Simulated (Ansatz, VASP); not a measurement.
Pb: VASP beside Ansatz

```xyz
1
Lattice="0.0000 2.4948 2.4948 2.4948 0.0000 2.4948 2.4948 2.4948 0.0000" Properties=species:S:1:pos:R:3 pbc="T T T"
Pb    0.0000    0.0000    0.0000
```

Alike in both runs: task relaxation of cell and atoms; functional PBEsol; k mesh 14 × 14 × 14; occupations gaussian, width 0.1 eV; no spin polarisation.

|  | VASP | Ansatz |
| --- | --- | --- |
| version | VASP 6.6.1 | Ansatz 0.2.0 |
| potentials or method | VASP PAW PBE potentials, release 64 (Pb_d), cutoff 600 eV | scalar-relativistic, plane waves, PAW |
| valence electrons in the cell | 14 | 14 |

VASP gave:

| Quantity | Value |
| --- | --- |
| gap on the k mesh at the Fermi level, each at its own relaxed structure (eV) | none |
| relaxed volume (Å³/atom) | 30.05 |
| relaxed cell length with the largest relative difference (Å) | 3.490 |

Task: Which values does Ansatz return?

Result: gap on the k mesh at the Fermi level, each at its own relaxed structure (eV): none; relaxed volume (Å³/atom): 30.03; relaxed cell length with the largest relative difference (Å): 3.489.

VASP's potentials were made for PBE, not for PBEsol. A gap of «none» marks a metal or a gap that the smearing closes.

Neither program's run includes spin-orbit coupling.
